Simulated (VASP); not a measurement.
Ge3Pd, 4 atoms in the cell. It takes space group P4/mmm (No. 123, tetragonal). The conventional cell has a = 4.150 Å, b = 4.150 Å, c = 4.109 Å, α = 90.00°, β = 90.00°, γ = 90.00°. Within 3.8 Å of Ge (site symmetry mmm) lie 8 Ge at 2.92 to 2.93 Å and 4 Pd at 2.92 Å. Within 3.8 Å of Ge (site symmetry 4/mmm) lie 8 Ge at 2.92 Å and 4 Pd at 2.93 Å. Pd (site symmetry 4/mmm) has 12 Ge at 2.92 to 2.93 Å within 3.8 Å. 

| Quantity | Value |
| --- | --- |
| Program | VASP 6.6.1 |
| Task | single point |
| Functional | PBE |
| Potentials or basis | VASP PAW PBE potentials, release 64 (Ge_d, Pd) |
| Cutoff | 520 eV |
| k mesh | 4 × 4 × 4 |
| Occupations | gaussian, width 0.1 eV |
| Spin | no spin polarisation |
| Dipole correction | no |
| Further INCAR settings | ALGO = Normal; EDIFF = 1e-07; NBANDS = 34 |

Potentials or basis: VASP PAW PBE potentials, release 64 (Ge_d, Pd).

Launch:

```bash
$ cat potpaw_PBE.64/Ge_d/POTCAR potpaw_PBE.64/Pd/POTCAR > POTCAR
$ mpirun -np 1 vasp_std > vasp.out
```

Hardware: 1 thread of Intel(R) Xeon(R) Platinum 8488C (Sapphire Rapids), on a shared host.

Task: How long does it take, and how much memory?

Result: Run time: 28 s on 1 thread of Intel(R) Xeon(R) Platinum 8488C (Sapphire Rapids), with other jobs on the host, peak memory 0.19 GiB. Counts: scf iterations 16, k points 18.
